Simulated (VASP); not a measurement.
## MnV: single point with LDA

MnV:

```
Mn V
1.0
     2.74708    0.00000    0.00000
     0.00000    2.74708    0.00000
     0.00000    0.00000    2.74708
Mn V
1 1
Direct
  0.00000 0.00000 0.00000
  0.50000 0.50000 0.50000
```

This cell differs from its parent crystal: volume scaled by 0.85.

| Quantity | Value |
| --- | --- |
| Program | VASP 6.6.1 |
| Task | single point |
| Functional | LDA |
| Potentials or basis | VASP PAW LDA potentials, release 64 (Mn_pv, V_sv) |
| Cutoff | 520 eV |
| k mesh | 11 × 11 × 11 |
| Occupations | fermi-dirac, width 0.05 eV |
| Spin | collinear spin, ferromagnetic start |
| Starting moments | [4.0, 2.0] μB |
| Dipole correction | no |
| Further INCAR settings | ALGO = Normal; EDIFF = 1e-06; NBANDS = 24 |

| Property | Result |
| --- | --- |
| Pressure | 23.0 GPa |
| Band gap on the k mesh | zero (filled and empty bands overlap) |
| Net moment | 0.00 μB per cell |
| Valence electrons inside the program's atomic spheres | Mn 12.26; V 12.00 |

Levels at points of the mesh, in eV from the Fermi level:
Spin up:
```csv
k point,band 9,band 10,band 11,band 12,band 13,band 14,band 15,band 16,band 17,band 18
"(0.00, 0.00, 0.00)",-5.06,-5.06,-1.09,-1.09,-1.09,1.34,1.34,3.19,3.19,3.19
```
Spin down:
```
           k point  band 11  band 12  band 13  band 14  band 15  band 16
(0.00, 0.00, 0.00)    -1.09    -1.09    -1.09     1.34     1.34     3.19
```

It took 18 s on 1 thread of AMD EPYC 9R45 96-Core Processor (Zen 5) (shared host), peak memory 0.12 GiB.

Caveat: the starting moments collapsed, and a magnetic state may lie lower.
